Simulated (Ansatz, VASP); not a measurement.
**Two plane-wave programs on Mo**

File INCAR:

```
PREC     = Accurate       # precision mode
ENCUT    = 520            # plane-wave cutoff, eV
EDIFF    = 1E-7           # SCF threshold, eV
ISMEAR   = 0              # smearing method
SIGMA    = 0.15           # smearing width, eV
LREAL    = False          # projectors in reciprocal space
LASPH    = True           # aspherical terms in the spheres
NELM     = 100            # most SCF steps
ALGO     = Fast           # electronic algorithm
ISIF     = 2              # what is computed and relaxed
LWAVE    = False          # write WAVECAR
LCHARG   = True           # write CHGCAR
GGA      = PE             # functional
LELF     = True           # ELF
LVHAR    = True         
NBANDS   = 36             # bands
```

The input KPOINTS:

```
Automatic mesh
0
Gamma
  18 18 6
```

The input POSCAR:

```
Mo
1.0
   -1.5710000000      1.5710000000     -1.5710000000
   -1.5710000000     -1.5710000000      1.5710000000
    0.0000000000      6.6375533906      6.6375533906
Mo
4
Direct
    0.0000000000      0.0000000000      0.8283925833
    0.5000000000      0.5000000000      0.1183417976
    0.0000000000      0.0000000000      0.3550253928
    0.5000000000      0.5000000000      0.5917089881
```

Input for Ansatz:

```yaml
crystal:
  lattice:
    - [-1.571, 1.571, -1.571]
    - [-1.571, -1.571, 1.571]
    - [0.0, 6.6375533906, 6.6375533906]
  atoms:
    - { symbol: Mo, position: [0.0, 0.0, 0.8283925833] }
    - { symbol: Mo, position: [0.5, 0.5, 0.1183417976] }
    - { symbol: Mo, position: [0.0, 0.0, 0.3550253928] }
    - { symbol: Mo, position: [0.5, 0.5, 0.5917089881] }
basis:
  ecutwfc: 420
kpoints:
  mp_grid: { grid: [18, 18, 6] }
hamiltonian:
  xc: pbe
scf:
  occupations: { method: gaussian, width: 0.15 }
output:
  forces: true
  stress: true
  eigenvalues: true
```

Alike in both runs: task single point; functional PBE; k mesh 18 × 18 × 6; occupations gaussian, width 0.15 eV; no spin polarisation.

```csv
,VASP,Ansatz
version,VASP 6.6.1,Ansatz 0.2.0
potentials or method,"VASP PAW PBE potentials, release 64 (Mo_sv), cutoff 520 eV","scalar-relativistic, plane waves, PAW"
valence electrons in the cell,56,56
```

VASP gave:

```
gap on the k mesh at the Fermi level (eV)                     : none
pressure (GPa)                                                : -4.0
traceless stress, the component that is largest in VASP (GPa) : -3.66
rms of the force components (eV/Å)                            : 0.625
```

Q: Estimate Ansatz's values.

A: gap on the k mesh at the Fermi level (eV): none; pressure (GPa): -4.4; traceless stress, the component that is largest in VASP (GPa): -3.64; rms of the force components (eV/Å): 0.619.

Atom by atom the forces differ by 0.006 eV/Å (rms over components). A gap of «none» marks a metal or a gap that the smearing closes.
